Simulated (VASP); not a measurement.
AlNi3: single point with PBE

AlNi3:

```
Al Ni
1.0
     3.68181    0.00000    0.00000
     0.00000    3.68181    0.00000
     0.00000    0.00000    3.68181
Al Ni
1 3
Direct
  0.00000 0.00000 0.00000
  0.00000 0.50000 0.50000
  0.50000 0.00000 0.50000
  0.50000 0.50000 0.00000
```

This cell differs from its parent crystal: volume scaled by 1.10.

| Quantity | Value |
| --- | --- |
| Program | VASP 6.6.1 |
| Task | single point |
| Functional | PBE |
| Potentials or basis | VASP PAW PBE potentials, release 64 (Al, Ni) |
| Cutoff | 520 eV |
| k mesh | 12 × 12 × 12 |
| Occupations | gaussian, width 0.1 eV |
| Spin | collinear spin, ferromagnetic start |
| Starting moments | [0.0, 0.3, 0.3, 0.3] μB |
| Dipole correction | no |
| Further INCAR settings | ALGO = Fast; EDIFF = 1e-06; NBANDS = 28 |

```
Pressure                                              : -13.8 GPa
Net moment                                            : 0.75 μB per cell
Site moments                                          : Al -0.01; Ni +0.27 μB
Valence electrons inside the program's atomic spheres : Al 0.75; Ni 9.23
```

Levels at points of the mesh, in eV from the Fermi level:
Spin up:
```tsv
k point	band 14	band 15	band 16	band 17	band 18	band 19	band 20	band 21
(0.00, 0.00, 0.00)	-0.15	-0.15	-0.15	0.86	0.86	0.86	6.00	6.00
(0.50, 0.00, 0.00)	-1.04	-0.95	-0.48	-0.15	4.99	4.99	5.28	5.28
(0.50, 0.50, 0.00)	-1.07	-0.92	-0.88	-0.53	0.66	0.66	7.38	7.70
(0.50, 0.50, 0.50)	-0.96	-0.96	-0.29	-0.29	-0.29	0.01	2.73	3.53
```
Spin down:
```tsv
k point	band 12	band 13	band 14	band 15	band 16	band 17	band 18	band 19	band 20	band 21
(0.00, 0.00, 0.00)	-0.35	0.01	0.31	0.31	0.31	0.82	0.82	0.82	6.09	6.09
(0.50, 0.00, 0.00)	-0.89	-0.78	-0.78	-0.70	-0.29	0.31	5.04	5.04	5.32	5.32
(0.50, 0.50, 0.00)	-0.97	-0.97	-0.95	-0.68	-0.48	-0.38	0.97	0.97	7.40	7.73
(0.50, 0.50, 0.50)	-0.99	-0.99	-0.77	-0.77	-0.02	0.10	0.10	0.10	2.83	3.74
```

Run time: 110 s on 1 thread of Intel(R) Xeon(R) Platinum 8559C (Emerald Rapids), on a shared host, peak memory 0.29 GiB.
